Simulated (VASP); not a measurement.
## HfO2: single point with PBE

The system is HfO2.

```xyz
12
Lattice="5.1078 0.0436 -0.0389 0.0439 5.2745 -0.0336 -0.8965 -0.0415 5.2740" Properties=species:S:1:pos:R:3 pbc="T T T"
Hf    1.2184    0.2144    1.0730
Hf    3.4509    2.8828    1.4848
Hf    3.0198    5.0393    4.1078
Hf    0.7784    2.4079    3.7256
O     1.8947    4.0212    2.4820
O     2.8201    1.3827    0.0954
O     2.3699    1.2860    2.7265
O     1.4461    3.8962    5.1034
O     0.0611    1.7097    1.8382
O     4.6691    4.4013    0.7312
O     4.2281    3.5570    3.3810
O    -0.4255    0.8610    4.4597
```

```
Program                : VASP 6.6.1
Task                   : single point
Functional             : PBE
Potentials or basis    : VASP PAW PBE potentials, release 64 (Hf_pv, O)
Cutoff                 : 520 eV
k mesh                 : 4 × 4 × 4
Occupations            : gaussian, width 0.05 eV
Spin                   : no spin polarisation
Dipole correction      : no
Further INCAR settings : ALGO = Normal; EDIFF = 1e-06; NBANDS = 56
```

```json
{
 "Pressure": "-3.0 GPa",
 "Largest force": "0.961 eV/Å",
 "Band gap on the k mesh": "3.97 eV (least direct gap 4.08 eV)"
}
```

Forces on the atoms (eV/Å):
```
Hf   0.090  0.386  0.079
Hf   0.235 -0.102  0.079
Hf   0.044  0.433  0.084
Hf   0.332 -0.893 -0.123
O    0.062 -0.281 -0.084
O   -0.282 -0.007  0.003
O    0.017  0.069  0.040
O    0.117 -0.002  0.116
O   -0.392  0.353 -0.123
O   -0.153 -0.177  0.088
O   -0.336  0.063 -0.181
O    0.265  0.157  0.021
```

Stress tensor (GPa, compression positive):
```
-0.41 -2.47  1.32
-2.47 -6.04  1.49
 1.32  1.49 -2.40
```

Levels at points of the mesh, in eV from the valence-band top:
```tsv
k point	band 42	band 43	band 44	band 45	band 46	band 47
(0.00, 0.00, 0.00)	-0.55	-0.13	0.00	4.43	4.99	5.11
(0.50, 0.00, 0.00)	-0.57	-0.49	-0.11	3.97	4.94	5.03
(0.00, 0.50, 0.00)	-0.74	-0.46	-0.30	4.89	4.98	5.46
(0.50, 0.50, 0.00)	-0.80	-0.62	-0.55	4.55	4.65	5.11
(0.00, 0.00, 0.50)	-0.86	-0.52	-0.48	4.60	4.75	5.09
(0.50, 0.00, 0.50)	-0.95	-0.54	-0.52	4.28	4.39	5.34
(0.00, 0.50, 0.50)	-0.83	-0.64	-0.57	4.83	4.89	4.96
(0.50, 0.50, 0.50)	-0.99	-0.74	-0.69	4.39	4.43	5.08
```

It took 4 min on 1 thread of Intel(R) Xeon(R) Platinum 8259CL CPU @ 2.50GHz (Skylake/Cascade Lake), on a shared host, peak memory 0.37 GiB.

Caveat: the stress differs along the axes, from -6 to -0 GPa; spin-orbit coupling is left out, which moves the levels of the heavy elements. A k mesh can miss the band edges.
